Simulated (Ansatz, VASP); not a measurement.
# Two plane-wave programs on As

```xyz
1
Lattice="-1.4587 1.4587 1.4587 1.4587 -1.4587 1.4587 1.4587 1.4587 -1.4587" Properties=species:S:1:pos:R:3 pbc="T T T"
As    0.0000    0.0000    0.0000
```

Change from the starting cell: volume scaled by 0.65, norm-conserving files.

Alike in both runs: task single point; functional PBE; k mesh 16 × 16 × 16; occupations fermi-dirac, width 0.05 eV; no spin polarisation.

```csv
,VASP,Ansatz
version,VASP 6.6.1,Ansatz 0.2.0
potentials or method,"VASP PAW PBE potentials, release 64 (As)","norm-conserving pseudopotentials, scalar-relativistic"
plane-wave cutoff (eV),520,1143
valence electrons in the cell,5,15
```

```tsv
	VASP	Ansatz	Ansatz less VASP
pressure (GPa)	89.1	87.2	-1.88
```

Both programs put the cell under a high pressure, so it lies far from rest at this level. VASP's potentials hold 5 valence electrons a cell and Ansatz's 15, so a difference there can come from the potentials and not from the codes.

Noted on VASP's run: the cell as given lies far from equilibrium.
